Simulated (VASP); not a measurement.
Set up this calculation in VASP 6.6.1, as the native input.

- Task: single point
- Functional: PBE
- Potentials or basis: VASP PAW PBE potentials, release 64 (Mg, O)
- Cutoff: 520 eV
- k mesh: 12 × 12 × 6
- Occupations: fermi-dirac, width 0.02 eV
- Spin: no spin polarisation
- Dipole correction: no
- Further INCAR settings: ALGO = Normal; EDIFF = 1e-06; NBANDS = 16

The structure of MgO lies in POSCAR:

```
MgO
1.0
    3.2224528430      0.0000000001      0.0000000000
   -1.6112264216      2.8476796169      0.0000000000
    0.0000000000      0.0000000000      5.0343664111
Mg O
2 2
Direct
    0.3346460202      0.6692920404     -0.0086419941
    0.6653539798      0.3307079596      0.4913580059
    0.3349960310      0.6699920620      0.3836419941
    0.6650039690      0.3300079380      0.8836419941
```

This cell differs from its parent crystal: uniaxial x strain -2.0%.

One way to write it, as run:

INCAR

```
PREC = Accurate
ENCUT = 520
EDIFF = 1E-6
ISMEAR = -1
SIGMA = 0.02
LREAL = F
LASPH = T
NELM = 100
ALGO = Normal
ISIF = 2
LWAVE = F
LCHARG = F
GGA = PE
NBANDS = 16
```

KPOINTS

```
Automatic mesh
0
Gamma
  12 12 6
```

Potentials or basis: VASP PAW PBE potentials, release 64 (Mg, O).

Command:

```console
$ cat potpaw_PBE.64/Mg/POTCAR potpaw_PBE.64/O/POTCAR > POTCAR
$ mpirun -np 1 vasp_std > vasp.out
```

Results of the run:

| Quantity | Value |
| --- | --- |
| Pressure | 6.4 GPa |
| Largest force | 0.013 eV/Å |
| Band gap on the k mesh | 3.69 eV, direct |

Caveat: the cell differs from its parent crystal (uniaxial x strain -2.0%).

Run time: 28 s on 1 thread of Intel(R) Xeon(R) 6975P-C (Granite Rapids), on a shared host, peak memory 0.24 GiB.
